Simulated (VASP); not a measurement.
**Zr: single point with r2SCAN**

The system is Zr.

```
CELL_PARAMETERS angstrom
3.21361 0.00000 0.00000
-1.60680 2.78306 0.00000
0.00000 0.00000 5.09818
ATOMIC_POSITIONS crystal
Zr 0.33333 0.66667 0.25000
Zr 0.66667 0.33333 0.75000
```

This cell differs from its parent crystal: volume scaled by 0.97, then relaxed in part.

| Quantity | Value |
| --- | --- |
| Program | VASP 6.6.1 |
| Task | single point |
| Functional | r2SCAN |
| Potentials or basis | VASP PAW PBE potentials, release 64 (Zr_sv) |
| Cutoff | 520 eV |
| k mesh | 18 × 18 × 8 |
| Occupations | gaussian, width 0.1 eV |
| Spin | no spin polarisation |
| Dipole correction | no |
| Further INCAR settings | ALGO = Normal; EDIFF = 1e-06; NBANDS = 19 |

The pressure is 3.1 GPa. The band gap on the k mesh is zero (band 12 reaches 10.25 eV, above the bottom of band 13 at 9.00 eV).

Stress tensor (GPa, compression positive):
```
3.03 0.00 0.00
0.00 3.03 0.00
0.00 0.00 3.15
```

Levels at points of the mesh, in eV from the Fermi level:
```
           k point  band 9  band 10  band 11  band 12  band 13  band 14  band 15  band 16
(0.00, 0.00, 0.00)   -6.06    -3.27     0.96     0.96     1.14     1.17     1.74     1.74
(0.50, 0.00, 0.00)   -2.79    -2.69    -2.33    -0.34     0.64     0.89     1.64     5.27
(0.00, 0.00, 0.50)   -4.22    -4.22     0.03     0.03     0.87     0.87     0.87     0.87
(0.50, 0.00, 0.50)   -3.08    -3.08    -1.13    -1.13     1.65     1.65     2.44     2.44
```

Wall time 4.8 min on 1 thread of Intel Xeon 6975P-C, with other jobs on the host, peak memory 0.27 GiB.

Caveat: the PAW data sets were made with another functional, which shifts forces and pressure a little.
